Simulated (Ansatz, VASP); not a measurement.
## Two plane-wave programs on Ga

Contents of INCAR:

```
  ALGO = Fast
  EDIFF = 1E-6
  ENCUT = 520
  GGA = PE
  ISIF = 2
  ISMEAR = -1
  LASPH = T
  LCHARG = T
  LELF = T
  LREAL = F
  LVHAR = T
  LWAVE = F
  NBANDS = 34
  NELM = 80
  PREC = Accurate
  SIGMA = 0.05
```

Contents of KPOINTS:

```
k-points
0
Gamma
  7 7 6
```

File POSCAR:

```
Ga
1.0
    2.3058543979     -3.9056269163      0.0000000000
    2.3058543979      3.9056269163      0.0000000000
    0.0000000000      0.0000000000      4.6127284086
Ga
4
Direct
    0.3451000000      0.6549000000      0.4190000000
    0.1549000000      0.8451000000      0.9190000000
    0.6549000000      0.3451000000      0.5810000000
    0.8451000000      0.1549000000      0.0810000000
```

Contents of input.yaml:

```yaml
crystal:
  lattice:
    - [2.3058543979, -3.9056269163, 0.0]
    - [2.3058543979, 3.9056269163, 0.0]
    - [0.0, 0.0, 4.6127284086]
  atoms:
    - { symbol: Ga, position: [0.3451, 0.6549, 0.419] }
    - { symbol: Ga, position: [0.1549, 0.8451, 0.919] }
    - { symbol: Ga, position: [0.6549, 0.3451, 0.581] }
    - { symbol: Ga, position: [0.8451, 0.1549, 0.081] }
hamiltonian:
  xc: pbe
  pseudopotentials: { kind: paw }
kpoints:
  mp_grid: { grid: [7, 7, 6] }
scf:
  occupations: { method: fermi_dirac, width: 0.05 }
output:
  forces: true
  stress: true
  eigenvalues: true
```

Alike in both runs: task single point; functional PBE; k mesh 7 × 7 × 6; occupations fermi-dirac, width 0.05 eV; no spin polarisation.

|  | VASP | Ansatz |
| --- | --- | --- |
| version | VASP 6.6.1 | Ansatz 0.2.0 |
| potentials or method | VASP PAW PBE potentials, release 64 (Ga_d) | Ansatz PAW |
| plane-wave cutoff (eV) | 520 | 420 |
| valence electrons in the cell | 52 | 52 |

|  | VASP | Ansatz | Ansatz less VASP |
| --- | --- | --- | --- |
| gap on the k mesh at the Fermi level (eV) | none | none | - |
| pressure (GPa) | -1.1 | -1.0 | +0.03 |
| traceless stress, the component that is largest in VASP (GPa) | -0.62 | -0.61 | +0.010 |
| rms of the force components (eV/Å) | 0.059 | 0.058 | -0.0005 |

Atom by atom the forces differ by 0.001 eV/Å (rms over components). A gap of «none» marks a metal or a gap that the smearing closes.
